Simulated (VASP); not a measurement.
Runs of VASP 6.6.1 on NiO. The structure is that of space group Fm-3m (No. 225), or close to it. The cells are those of the table. 

| level | potentials or basis | U | cell | k mesh | cutoff (eV) | smearing | gap on the mesh (eV) | pressure (GPa) | moment (μB) |
| --- | --- | --- | --- | --- | --- | --- | --- | --- | --- |
| PBEsol+D3(BJ) | VASP PAW PBE potentials, release 64 (Ni, O) | - | a = 2.910 Å, angles 60.0°, 2 atoms | 11 × 11 × 11 | 520 | fermi-dirac 0.05 eV | none | -1.8 | (a) |
| PBEsol+U | VASP PAW PBE potentials, release 64 (Ni, O) | Ni d U = 8.0 eV | a = 2.950 Å, angles 60.0°, 2 atoms | 11 × 11 × 11 | 520 | fermi-dirac 0.05 eV | 3.00 | -9.5 | 2.00 |
| b88 exchange, pbe correlation | VASP PAW PBE potentials, release 64 (Ni, O) | - | a = 2.950 Å, angles 60.0°, 2 atoms | 11 × 11 × 11 | 600 | fermi-dirac 0.05 eV | none | (c) | 1.70 |
| PBE | VASP PAW PBE potentials, release 64 (Ni, O) | - | a = 2.950 Å, angles 60.0°, 2 atoms | 6 × 6 × 6 | 520 | fermi-dirac 0.05 eV | none | 5.4 | 1.72 |
| LDA | VASP PAW LDA potentials, release 64 (Ni, O) | - | a = 2.989 Å, angles 60.0°, 2 atoms | 11 × 11 × 11 | 520 | fermi-dirac 0.05 eV | none | -25.5 | (d) |
| r2SCAN+D4 | VASP PAW PBE potentials, release 64 (Ni_sv_GW, O) | - | a = 2.955 Å, angles 60.0°, 2 atoms | 11 × 11 × 11 | 660 | fermi-dirac 0.05 eV | 0.86 | -1.9 | 2.00 |
| PBE | VASP PAW PBE potentials, release 64 (Ni, O) | - | a = 2.950 Å, angles 60.0°, 2 atoms | 11 × 11 × 11 | 520 | gaussian 0.02 eV | none | 6.1 | 1.78 |
| BLYP+D4 | VASP PAW PBE potentials, release 64 (Ni, O) | - | a = 2.890 Å, angles 60.0°, 2 atoms | 11 × 11 × 11 | 520 | fermi-dirac 0.05 eV | none | (b) | 1.38 |

Alike in all rows: task single point; spin collinear, ferromagnetic start.

Problem. Estimate the missing entries.

Solution. (a) 1.24; (b) 19.5; (c) 4.6; (d) 0.22.

Caveats: some runs use coarse meshes; a cell with one magnetic atom can't hold antiferromagnetic order, which such compounds often take (at least some runs); semilocal functionals often make such compounds metallic where correlation or magnetic order opens a gap, which also shifts bond lengths (at least some runs); the PAW data sets were made with another functional, which shifts forces and pressure a little (at least some runs); the cell stands under pressure (at least some runs); the cell stands under tension (at least some runs); an odd mesh through Γ misses points on the zone boundary, where band edges can lie (at least some runs).

A gap of «none» marks levels without a gap at the run's occupations.

The runs don't all hold the same shells in valence.
